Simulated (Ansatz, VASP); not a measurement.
One calculation of AlN, two programs

INCAR

```
ALGO     = Normal         # electronic algorithm
EDIFF    = 1E-6           # SCF threshold, eV
ENCUT    = 520            # plane-wave cutoff, eV
GGA      = PE             # functional
ISIF     = 2              # what is computed and relaxed
ISMEAR   = 0              # smearing method
LASPH    = T              # aspherical terms in the spheres
LCHARG   = F              # write CHGCAR
LREAL    = F              # projectors in reciprocal space
LWAVE    = F              # write WAVECAR
NBANDS   = 11             # bands
NELM     = 100            # most SCF steps
PREC     = Accurate       # precision mode
SIGMA    = 0.05           # smearing width, eV
```

KPOINTS

```
k-points
0
Gamma
  10 10 10
```

File POSCAR:

```
AlN
1.0
    0.1755330285      2.2293516149      2.2293516149
    2.2293516149      0.1755330285      2.2293516149
    2.2293516149      2.2293516149      0.1755330285
Al N
1 1
Direct
    0.5000000000      0.5000000000      0.5000000000
    0.0000000000      0.0000000000      0.0000000000
```

Input for Ansatz:

```yaml
crystal:
  lattice:
    - [0.1755330285, 2.2293516149, 2.2293516149]
    - [2.2293516149, 0.1755330285, 2.2293516149]
    - [2.2293516149, 2.2293516149, 0.1755330285]
  atoms:
    - { symbol: Al, position: [0.5, 0.5, 0.5] }
    - { symbol: "N", position: [0.0, 0.0, 0.0] }
basis:
  ecutwfc: 520.0
kpoints:
  mp_grid: { grid: [10, 10, 10] }
hamiltonian:
  xc: pbe
  pseudopotentials: { kind: paw, azcp: { folder: soft_1 } }
scf:
  occupations: { method: gaussian, width: 0.05 }
output:
  forces: true
  stress: true
  eigenvalues: true
```

Alike in both runs: task single point; functional PBE; k mesh 10 × 10 × 10; occupations gaussian, width 0.05 eV; no spin polarisation.

|  | VASP | Ansatz |
| --- | --- | --- |
| version | VASP 6.6.1 | Ansatz 0.2.0 |
| potentials or method | VASP PAW PBE potentials, release 64 (Al, N), cutoff 520 eV | scalar-relativistic, plane waves, PAW |
| valence electrons in the cell | 8 | 8 |

Ansatz gave:

- gap on the k mesh at the Fermi level (eV): 2.04
- least direct gap on the mesh (eV): 2.23
- pressure (GPa): -26.2
- traceless stress, the component that is largest in VASP (GPa): -22.00

Question: Estimate VASP's values.

Answer: gap on the k mesh at the Fermi level (eV): 2.03; least direct gap on the mesh (eV): 2.23; pressure (GPa): -26.3; traceless stress, the component that is largest in VASP (GPa): -22.01.

With one functional, cell and mesh, what is left measures potentials, basis and numerics.
